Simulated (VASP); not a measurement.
Write the native input for VASP 6.6.1 that does the following.

* Task: single point
* Functional: LDA
* Potentials or basis: VASP PAW LDA potentials, release 64 (In_d, P)
* Cutoff: 520 eV
* k mesh: 8 × 8 × 8
* Occupations: fermi-dirac, width 0.05 eV
* Spin: no spin polarisation
* Dipole correction: no
* Further INCAR settings: ALGO = Normal; EDIFF = 1e-06; NBANDS = 16

The structure of InP lies in POSCAR:

```
InP
1.0
    0.0000000000      2.9879753761      2.9879753761
    2.9879753761      0.0000000000      2.9879753761
    2.9879753761      2.9879753761      0.0000000000
In P
1 1
Direct
    0.0000000000      0.0000000000      0.0000000000
    0.7500000000      0.7500000000      0.7500000000
```

These files were run (other wordings do the same):

INCAR

```
PREC = Accurate
ENCUT = 520
EDIFF = 1E-6
ISMEAR = -1
SIGMA = 0.05
LREAL = F
LASPH = T
NELM = 80
ALGO = Normal
ISIF = 2
LWAVE = F
LCHARG = F
GGA = CA
NBANDS = 16
```

KPOINTS

```
regular mesh
0
Gamma
  8 8 8
```

Potentials or basis: VASP PAW LDA potentials, release 64 (In_d, P).

Launch:

```bash
$ cat potpaw_LDA.64/In_d/POTCAR potpaw_LDA.64/P/POTCAR > POTCAR
$ mpirun -np 1 vasp_std > vasp.out
```

It gave:

```json
{"Pressure": "-4.5 GPa", "Band gap on the k mesh": "0.19 eV, direct"}
```

Caveat: spin-orbit coupling is left out, which moves the levels of the heavy elements.

Run time: 16 s on 1 thread of Intel Xeon 6975P-C, with other jobs on the host, peak memory 0.16 GiB.
